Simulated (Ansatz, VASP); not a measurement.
## CdS in VASP and in Ansatz

Contents of INCAR:

```
SYSTEM = CdS
  PREC = Accurate
  ENCUT = 520
  EDIFF = 1E-7
  ISMEAR = 0
  SIGMA = 0.01
  LREAL = .False.
  LASPH = .True.
  NELM = 150
  ALGO = Normal
  ISIF = 2
  LWAVE = .False.
  LCHARG = .False.
  LNONCOLLINEAR = .True.
  MAGMOM = 0 0 0 0 0 0 0 0 0 0 0 0
  LORBIT = 11
  LSORBIT = .True.
  GGA_COMPAT = .False.
  LORBMOM = .True.
  GGA = PS
  NBANDS = 50
```

The input KPOINTS:

```
regular mesh
0
Gamma
  6 6 4
  0 0 0
```

The input POSCAR:

```
CdS
1.0
    4.0827891284      0.0000000000      0.0000000000
   -2.0413945642      3.5357991034      0.0000000000
    0.0000000000      0.0000000000      6.6415416228
Cd S
2 2
Direct
    0.3333333333      0.6666666667     -0.0007674498
    0.6666666667      0.3333333333      0.4992325502
    0.3333333333      0.6666666667      0.3757674498
    0.6666666667      0.3333333333      0.8757674498
```

Input for Ansatz:

```yaml
crystal:
  lattice:
    - [4.08278912835, 0.0, 0.0]
    - [-2.04139456417, 3.53579910345, 0.0]
    - [0.0, 0.0, 6.64154162284]
  atoms:
    - { symbol: Cd, position: [0.333333333333, 0.666666666667, -0.000767449807] }
    - { symbol: Cd, position: [0.666666666667, 0.333333333333, 0.499232550193] }
    - { symbol: S, position: [0.333333333333, 0.666666666667, 0.375767449807] }
    - { symbol: S, position: [0.666666666667, 0.333333333333, 0.875767449807] }
kpoints:
  mp_grid: { grid: [6, 6, 4] }
scf:
  occupations: { method: fixed }
  convergence: { dr2_threshold: 1.0e-10 }
hamiltonian:
  xc: pbesol
  pseudopotentials: { kind: all_electron, lapw: { basis_error: 0.0005 } }
magnetization:
  noncollinear: true
  spin_orbit: true
output:
  forces: true
  stress: true
  eigenstates:
    kpoints:
      - [0.0, 0.0, 0.0]
      - [0.0, 0.0, -0.5]
      - [-0.5, 0.0, 0.0]
      - [-0.5, 0.5, 0.0]
      - [0.0, -0.5, 0.0]
      - [-0.5, 0.0, -0.5]
      - [-0.5, 0.5, -0.5]
      - [0.0, -0.5, -0.5]
  eigenvalues: true
```

Alike in both runs: task single point; functional PBEsol; k mesh 6 × 6 × 4; non-collinear spin, spin-orbit coupling.

|  | VASP | Ansatz |
| --- | --- | --- |
| version | VASP 6.6.1 | Ansatz 0.2.0 |
| potentials or method | VASP PAW PBE potentials, release 64 (Cd, S), cutoff 520 eV | all-electron LAPW |
| occupations | gaussian, width 0.01 eV | fixed |

VASP gave:

```
pressure (GPa)           : 2.4
net moment per atom (μB) : 0.00
```

Task: Estimate Ansatz's values.

Result: Pressure (GPa): 2.0; net moment per atom (μB): 0.00.

VASP's potentials were made for PBE, not for PBEsol. Ansatz ran all-electron here, and VASP with PAW potentials.
